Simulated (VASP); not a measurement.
A run of VASP 6.6.1:

INCAR

```
ALGO = Normal ; EDIFF = 1E-7
EDIFFG = -0.001 ; ENCUT = 600
IBRION = 2 ; ISIF = 3
ISMEAR = 0 ; LASPH = True
LCHARG = False ; LREAL = False
LWAVE = False ; NELM = 100
NSW = 80 ; PREC = Accurate
PSTRESS = 200.0 ; SIGMA = 0.01
```

File KPOINTS:

```
k-points
0
Gamma
  10 10 10
```

POSCAR

```
ZnSe
1.0
    0.0000000000      2.6183408279      2.6183408279
    2.6183408279      0.0000000000      2.6183408279
    2.6183408279      2.6183408279      0.0000000000
Zn Se
1 1
Direct
    0.0000000000      0.0000000000      0.0000000000
    0.7500000000      0.7500000000      0.7500000000
```

Potentials or basis: VASP PAW LDA potentials, release 64 (Zn, Se).

Command:

```console
$ cat potpaw_LDA.64/Zn/POTCAR potpaw_LDA.64/Se/POTCAR > POTCAR
$ mpirun -np 1 vasp_std > vasp.out
```

Hardware: 1 thread of Intel(R) Xeon(R) Platinum 8488C (Sapphire Rapids) (shared host).

Task: Estimate the wall time of this run.

Result: Wall time 81 s on 1 thread of Intel(R) Xeon(R) Platinum 8488C (Sapphire Rapids) (shared host), peak memory 0.17 GiB. Counts: scf iterations 49, k points 47, ion steps 7.
